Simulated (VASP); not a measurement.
Write the native input for VASP 6.6.1 that does the following.

| Property | Result |
| --- | --- |
| Task | relaxation of cell and atoms |
| Functional | r2SCAN |
| Potentials or basis | VASP PAW PBE potentials, release 64 (Sb, Au) |
| Cutoff | 550 eV |
| k mesh | 5 × 5 × 5 |
| Occupations | fermi-dirac, width 0.1 eV |
| Spin | no spin polarisation |
| Dipole correction | no |
| Further INCAR settings | ALGO = Normal; EDIFF = 1e-07; IBRION = 2; EDIFFG = -0.01; NSW = 60; ISIF = 3 |

Crystal: SbAu.

```
CELL_PARAMETERS angstrom
3.57228 0.00000 0.00000
0.00000 3.57228 0.00000
0.00000 0.00000 3.57228
ATOMIC_POSITIONS crystal
Sb 0.50000 0.50000 0.50000
Au 0.00000 0.00000 0.00000
```

These files were run (other wordings do the same):

POSCAR

```
SbAu
1.0
    3.5722810000      0.0000000000      0.0000000000
    0.0000000000      3.5722810000      0.0000000000
    0.0000000000      0.0000000000      3.5722810000
Sb Au
1 1
Direct
    0.5000000000      0.5000000000      0.5000000000
    0.0000000000      0.0000000000      0.0000000000
```

INCAR.step1

```
ALGO = Normal
EDIFF = 1E-5
EDIFFG = -0.005
ENCUT = 550
GGA = PE
GGA_COMPAT = False
IBRION = 2
ISIF = 3
ISMEAR = -1
LASPH = True
LCHARG = False
LREAL = False
LWAVE = True
NELM = 120
NELMIN = 4
NSW = 100
PREC = Accurate
SIGMA = 0.1
```

INCAR.step2

```
ALGO = Normal
EDIFF = 1E-7
EDIFFG = -0.01
ENCUT = 550
GGA_COMPAT = False
IBRION = 2
ISIF = 3
ISMEAR = -1
ISTART = 1
LASPH = True
LCHARG = False
LMIXTAU = True
LREAL = False
LWAVE = False
METAGGA = R2SCAN
NELM = 120
NELMIN = 4
NSW = 60
PREC = Accurate
SIGMA = 0.1
```

KPOINTS

```
k-points
0
Gamma
  5 5 5
```

Potentials or basis: VASP PAW PBE potentials, release 64 (Sb, Au).

Run with:

```sh
$ cat potpaw_PBE.64/Sb/POTCAR potpaw_PBE.64/Au/POTCAR > POTCAR
$ cp INCAR.step1 INCAR
$ mpirun -np 1 vasp_std > vasp.out
$ cp INCAR.step2 INCAR
$ mpirun -np 1 vasp_std > vasp.out
```

Results of the run:

* Relaxed volume: 22.28 Å³/atom
* Relaxed cell: a = 3.545 Å, b = 3.545 Å, c = 3.545 Å, α = 90.00°, β = 90.00°, γ = 90.00°
* Space group after relaxing (to 0.05 Å): Pm-3m (No. 221)
* Energy gained by relaxing: 3.3 meV/atom
* Ionic steps: 3
* Pressure after relaxing: 0.0 GPa
* Band gap on the k mesh: zero (band 8 reaches 11.65 eV, above the bottom of band 9 at 8.24 eV)

Caveat: the PAW data sets were made with another functional, which shifts forces and pressure a little; spin-orbit coupling is left out, which moves the levels of the heavy elements.

Wall time 3 min on 1 thread of Intel Xeon 8259CL, on a shared host, peak memory 0.17 GiB.
